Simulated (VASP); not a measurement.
Runs of VASP 6.6.1 on Re. The structure is that of space group P6_3/mmc (No. 194), or close to it. The cells are those of the table. 

| cell | gap on the mesh (eV) | pressure (GPa) |
| --- | --- | --- |
| a = 2.637, b = 2.637, c = 4.217 Å, angles 90.0, 90.0, 120.0°, 2 atoms | none | 67.7 |
| a = 2.612, b = 2.612, c = 4.176 Å, angles 90.0, 90.0, 120.0°, 2 atoms | none | (b) |
| a = 2.594, b = 2.594, c = 4.148 Å, angles 90.0, 90.0, 120.0°, 2 atoms | none | 104.9 |
| a = 2.568, b = 2.568, c = 4.106 Å, angles 90.0, 90.0, 120.0°, 2 atoms | none | (a) |
| a = 2.620, b = 2.620, c = 4.190 Å, angles 90.0, 90.0, 120.0°, 2 atoms | none | 81.6 |

Alike in all rows: task single point; level LDA; potentials or basis VASP PAW LDA potentials, release 64 (Re); no spin polarisation; k mesh 14 × 14 × 8; cutoff (eV) 520; smearing fermi-dirac 0.05 eV.

Fill in the values left out.

(a) 131.8; (b) 89.0.

Caveats: the cell stands under pressure; spin-orbit coupling is left out, which moves the levels of the heavy elements.

A k mesh can miss the band edges, and the runs leave out spin-orbit coupling on Re.

A gap of «none» marks levels without a gap at the run's occupations.
